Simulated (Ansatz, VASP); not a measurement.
**C: VASP beside Ansatz**

File INCAR:

```
SYSTEM = C
ALGO = Normal
EDIFF = 1E-6
ENCUT = 1300
GGA_COMPAT = .False.
ISIF = 2
ISMEAR = 0
LASPH = .True.
LCHARG = .False.
LREAL = .False.
LWAVE = .False.
NBANDS = 11
NELM = 120
PREC = Accurate
SIGMA = 0.05
```

KPOINTS

```
k-points
0
Gamma
  12 12 12
  0 0 0
```

POSCAR

```
C
1.0
    0.0000000000      1.7348691297      1.8275720603
    1.7348691297      0.0000000000      1.8275720603
    1.7348691297      1.7348691297      0.0000000000
C
2
Direct
    0.5000000000      0.5000000000      0.5000000000
    0.7500000000      0.7500000000      0.7500000000
```

Input for Ansatz:

```yaml
crystal:
  lattice:
    - [0.0, 1.7348691297, 1.8275720603]
    - [1.7348691297, 0.0, 1.8275720603]
    - [1.7348691297, 1.7348691297, 0.0]
  atoms:
    - { symbol: C, position: [0.5, 0.5, 0.5] }
    - { symbol: C, position: [0.75, 0.75, 0.75] }
basis:
  ecutwfc: 520.0
kpoints:
  mp_grid: { grid: [12, 12, 12] }
hamiltonian:
  xc: lda
  pseudopotentials: { kind: paw, azcp: { folder: soft_1 } }
scf:
  occupations: { method: gaussian, width: 0.05 }
output:
  forces: true
  stress: true
  eigenvalues: true
```

Change from the starting cell: strain +e along x and -e along y +0.0000, strain +e along z and -e/2 along x and y +0.0350.

Alike in both runs: task single point; functional LDA; k mesh 12 × 12 × 12; occupations gaussian, width 0.05 eV; no spin polarisation.

```csv
,VASP,Ansatz
version,VASP 6.6.1,Ansatz 0.2.0
potentials or method,"VASP PAW LDA potentials, release 64 (C_h), cutoff 1300 eV","scalar-relativistic, plane waves, PAW"
valence electrons in the cell,8,8
```

|  | VASP | Ansatz | Ansatz less VASP |
| --- | --- | --- | --- |
| gap on the k mesh at the Fermi level (eV) | 3.54 | 3.54 | +0.006 |
| least direct gap on the mesh (eV) | 5.16 | 5.16 | -0.002 |
| pressure (GPa) | 1.5 | 0.5 | -1.00 |
| traceless stress, the component that is largest in VASP (GPa) | -34.95 | -34.96 | -0.016 |

Ansatz warns that its potentials were made for another functional, while VASP's fit it. LDA's correlation is that of Perdew and Zunger in VASP and of Perdew and Wang (1992) in Ansatz.
